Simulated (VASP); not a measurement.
# MnO (Pm-3m) in VASP: a series of runs, part 2 of 3

VASP 6.6.1.

## 3. Single point, PBE, collinear spin, ferromagnetic start

INCAR

```
PREC     = Accurate       # precision mode
ENCUT    = 520            # plane-wave cutoff, eV
EDIFF    = 1E-6           # SCF threshold, eV
ISMEAR   = -1             # smearing method
SIGMA    = 0.05           # smearing width, eV
LREAL    = False          # projectors in reciprocal space
LASPH    = True           # aspherical terms in the spheres
NELM     = 150            # most SCF steps
ALGO     = Normal         # electronic algorithm
ISIF     = 2              # what is computed and relaxed
LWAVE    = False          # write WAVECAR
LCHARG   = True           # write CHGCAR
ISPIN    = 2              # spin polarisation
MAGMOM   = 5.5 0          # initial moments
LORBIT   = 11             # projections on sites
LMAXMIX  = 4              # l up to which the mixer works
GGA      = PE             # functional
LELF     = True           # ELF
LVHAR    = True         
NBANDS   = 20             # bands
```

KPOINTS

```
Automatic mesh
0
Gamma
  10 10 10
```

POSCAR

```
MnO
1.0
    2.6723886600      0.0000000000      0.0000000000
    0.0000000000      2.6723886600      0.0000000000
    0.0000000000      0.0000000000      2.6723886600
Mn O
1 1
Direct
    0.0000000000      0.0000000000      0.0000000000
    0.5000000000      0.5000000000      0.5000000000
```

Potentials or basis: VASP PAW PBE potentials, release 64 (Mn_pv, O).

The run is started by

```console
cat potpaw_PBE.64/Mn_pv/POTCAR potpaw_PBE.64/O/POTCAR > POTCAR
mpirun -np 1 vasp_std > vasp.out
```

It took 63 s on 1 thread of Intel Xeon 8259CL, shared host; peak memory 0.15 GiB.

The run converged. Its results:

| Property | Result |
| --- | --- |
| Free energy | -15.2737 eV |
| Pressure | 5.9 GPa |
| Net moment | 4.19 μB per cell |
| Site moments | Mn +3.90; O +0.11 μB |
| Valence electrons inside the program's atomic spheres | Mn 11.46; O 4.95 |

Levels at points of the mesh, in eV from the Fermi level:
Spin up:
```tsv
k point	band 8	band 9	band 10	band 11	band 12	band 13	band 14	band 15	band 16	band 17
(0.00, 0.00, 0.00)	-3.00	-3.00	-1.36	-1.36	-1.36	0.36	15.06	15.06	19.33	19.33
(0.50, 0.00, 0.00)	-3.64	-1.26	-0.80	0.25	0.25	5.53	7.93	14.80	16.98	16.98
(0.50, 0.50, 0.00)	-2.38	-2.17	-2.12	-2.12	-0.59	6.28	10.49	10.49	16.02	23.72
(0.50, 0.50, 0.50)	-0.54	-0.54	0.54	0.54	0.54	6.44	6.44	6.44	15.49	20.68
```
Spin down:
| k point | band 5 | band 6 | band 7 | band 8 | band 9 | band 10 |
| --- | --- | --- | --- | --- | --- | --- |
| (0.00, 0.00, 0.00) | -2.73 | -2.73 | -2.73 | -0.95 | -0.95 | 1.76 |
| (0.50, 0.00, 0.00) | -7.87 | -3.16 | -3.16 | -0.32 | 2.55 | 2.83 |
| (0.50, 0.50, 0.00) | -5.88 | -5.88 | -1.95 | -0.49 | 1.12 | 1.70 |
| (0.50, 0.50, 0.50) | -6.30 | -6.30 | -6.30 | 3.36 | 3.36 | 3.58 |

Caveat: a cell with one magnetic atom can't hold antiferromagnetic order, which such compounds often take; semilocal functionals often make such compounds metallic where correlation or magnetic order opens a gap, which also shifts bond lengths. With open d or f shells a metallic result of PBE can be an artefact of self-interaction; +U or a hybrid may open a gap.

## 4. Single point, PBE, collinear spin, ferromagnetic start

This run uses another cell than the first one, of 8.97 Å³/atom, 0.940 times its volume.

INCAR

```
  ALGO = Normal
  EDIFF = 1E-6
  ENCUT = 600
  GGA = PE
  GGA_COMPAT = False
  ISIF = 2
  ISMEAR = -1
  ISPIN = 2
  LASPH = True
  LCHARG = False
  LMAXMIX = 4
  LORBIT = 11
  LREAL = False
  LWAVE = False
  MAGMOM = 4 0
  NBANDS = 20
  NELM = 200
  PREC = Accurate
  SIGMA = 0.05
```

KPOINTS

```
k-points
0
Gamma
  10 10 10
```

POSCAR

```
MnO
1.0
    2.6178348084      0.0000000000      0.0000000000
    0.0000000000      2.6178348084      0.0000000000
    0.0000000000      0.0000000000      2.6178348084
Mn O
1 1
Direct
    0.0000000000      0.0000000000      0.0000000000
    0.5000000000      0.5000000000      0.5000000000
```

Potentials or basis: VASP PAW PBE potentials, release 64 (Mn_pv, O).

The run is started by

```console
cat potpaw_PBE.64/Mn_pv/POTCAR potpaw_PBE.64/O/POTCAR > POTCAR
mpirun -np 1 vasp_std > vasp.out
```

OUTCAR:

```text
EDIFF = 1E-6
   ENCUT = 600
   GGA = PE
   ISIF = 2
   ISMEAR = -1
   ISPIN = 2
   LASPH = True
   LORBIT = 11
   LREAL = False
   NELM = 200
   PREC = Accurate

 ion  position               nearest neighbor table
   1  0.000  0.000  0.000-   2 2.27   2 2.27   2 2.27   2 2.27   2 2.27   2 2.27   2 2.27   2 2.27

   2  0.500  0.500  0.500-   1 2.27   1 2.27   1 2.27   1 2.27   1 2.27   1 2.27   1 2.27   1 2.27

  LATTYP: Found a simple cubic cell.
 ALAT       =     2.6178348084

  Lattice vectors:

 A1 = (   2.6178348084,   0.0000000000,   0.0000000000)
 A2 = (   0.0000000000,   2.6178348084,   0.0000000000)
 A3 = (   0.0000000000,   0.0000000000,   2.6178348084)
[... 1318 lines left out ...]
 VOLUME and BASIS-vectors are now :
 -----------------------------------------------------------------------------
  energy-cutoff  :      600.00
  volume of cell :       17.94
      direct lattice vectors                 reciprocal lattice vectors
     2.617834808  0.000000000  0.000000000     0.381995073  0.000000000  0.000000000
     0.000000000  2.617834808  0.000000000     0.000000000  0.381995073  0.000000000
     0.000000000  0.000000000  2.617834808     0.000000000  0.000000000  0.381995073

 POSITION                                       TOTAL-FORCE (eV/Angst)
 -----------------------------------------------------------------------------------
      0.00000      0.00000      0.00000         0.000000      0.000000      0.000000
      1.30892      1.30892      1.30892         0.000000      0.000000      0.000000
 -----------------------------------------------------------------------------------
    total drift:                                0.000000      0.000000     -0.000000

  FREE ENERGIE OF THE ION-ELECTRON SYSTEM (eV)
  ---------------------------------------------------
  free  energy   TOTEN  =       -15.2310624336 eV

  energy  without entropy=      -15.2148942918  energy(sigma->0) =      -15.22297836

 total charge

# of ion       s       p       d       tot
------------------------------------------
    1        0.225   6.211   5.116  11.551
    2        1.574   3.383   0.000   4.957
--------------------------------------------------
tot          1.798   9.595   5.116  16.508

 magnetization (x)

# of ion       s       p       d       tot
------------------------------------------
    1        0.022   0.036   3.376   3.434
    2        0.027   0.026   0.000   0.053
--------------------------------------------------
tot          0.048   0.062   3.376   3.486
```

OSZICAR:

```text
N       E                     dE             d eps       ncg     rms          rms(c)
DAV:   1     0.180643039079E+03    0.18064E+03   -0.11045E+04  4504   0.130E+03
DAV:   2    -0.892554395839E+01   -0.18957E+03   -0.17648E+03  4644   0.357E+02
DAV:   3    -0.174843052914E+02   -0.85588E+01   -0.84250E+01  5052   0.803E+01
DAV:   4    -0.175387874444E+02   -0.54482E-01   -0.54470E-01  4920   0.651E+00
DAV:   5    -0.175391437147E+02   -0.35627E-03   -0.35626E-03  5124   0.527E-01    0.143E+01
DAV:   6    -0.158051396174E+02    0.17340E+01   -0.78610E+00  5772   0.350E+01    0.123E+01
DAV:   7    -0.152850707083E+02    0.52007E+00   -0.18458E+00  5248   0.200E+01    0.644E+00
DAV:   8    -0.152321742987E+02    0.52896E-01   -0.19657E-01  5012   0.459E+00    0.397E+00
DAV:   9    -0.152433888027E+02   -0.11215E-01   -0.30246E-02  5856   0.204E+00    0.111E+00
DAV:  10    -0.152317113087E+02    0.11677E-01   -0.18523E-02  4836   0.206E+00    0.374E-01
DAV:  11    -0.152311343659E+02    0.57694E-03   -0.13345E-03  5128   0.476E-01    0.142E-01
DAV:  12    -0.152310684432E+02    0.65923E-04   -0.31106E-04  5584   0.212E-01    0.444E-02
DAV:  13    -0.152310590735E+02    0.93697E-05   -0.41287E-05  4984   0.531E-02    0.223E-02
DAV:  14    -0.152310624865E+02   -0.34130E-05   -0.15202E-06  4688   0.120E-02    0.831E-03
DAV:  15    -0.152310624336E+02    0.52869E-07   -0.10765E-06  2792   0.132E-02
   1 F= -.15231062E+02 E0= -.15222978E+02  d E =-.161681E-01  mag=     3.6209
```

stdout:

```text
POSCAR found type information on POSCAR MnO
 POSCAR found :  2 types and       2 ions
 scaLAPACK will be used
 LDA part: xc-table for (Slater+PW92), standard interpolation
 POSCAR, INCAR and KPOINTS ok, starting setup
 FFT: planning ... GRIDC
 FFT: planning ... GRID_SOFT
 FFT: planning ... GRID
 WAVECAR not read
 entering main loop
```

Run time: 16 s. Hardware: 1 thread of Intel Xeon 6975P-C (Granite Rapids), shared host; peak memory 0.17 GiB.

Results:

```
Free energy                                           : -15.2311 eV
Pressure                                              : 8.8 GPa
Net moment                                            : 3.62 μB per cell
Site moments                                          : Mn +3.43; O +0.05 μB
Valence electrons inside the program's atomic spheres : Mn 11.55; O 4.96
```

Levels at points of the mesh, in eV from the Fermi level:
Spin up:
| k point | band 7 | band 8 | band 9 | band 10 | band 11 | band 12 | band 13 | band 14 | band 15 | band 16 |
| --- | --- | --- | --- | --- | --- | --- | --- | --- | --- | --- |
| (0.00, 0.00, 0.00) | -3.31 | -3.31 | -3.31 | -1.09 | -1.09 | -1.09 | 0.95 | 15.65 | 15.65 | 20.42 |
| (0.50, 0.00, 0.00) | -4.60 | -3.51 | -0.98 | -0.45 | 0.45 | 0.45 | 6.13 | 8.67 | 14.97 | 17.71 |
| (0.50, 0.50, 0.00) | -3.39 | -2.44 | -2.17 | -1.95 | -1.95 | -0.14 | 6.98 | 11.20 | 11.20 | 16.72 |
| (0.50, 0.50, 0.50) | -7.80 | -0.08 | -0.08 | 0.81 | 0.81 | 0.81 | 6.88 | 6.88 | 6.88 | 16.91 |
Spin down:
| k point | band 6 | band 7 | band 8 | band 9 | band 10 | band 11 |
| --- | --- | --- | --- | --- | --- | --- |
| (0.00, 0.00, 0.00) | -3.14 | -3.14 | -1.44 | -1.44 | 2.08 | 2.60 |
| (0.50, 0.00, 0.00) | -3.63 | -3.63 | -0.76 | 2.36 | 2.75 | 3.19 |
| (0.50, 0.50, 0.00) | -6.43 | -2.33 | -0.88 | 0.99 | 1.53 | 1.53 |
| (0.50, 0.50, 0.50) | -6.95 | -6.95 | 3.23 | 3.23 | 3.57 | 3.57 |

Caveat: a cell with one magnetic atom can't hold antiferromagnetic order, which such compounds often take; semilocal functionals often make such compounds metallic where correlation or magnetic order opens a gap, which also shifts bond lengths. With open d or f shells a metallic result of PBE can be an artefact of self-interaction; +U or a hybrid may open a gap.

(Part 2 of 3 ends here.)
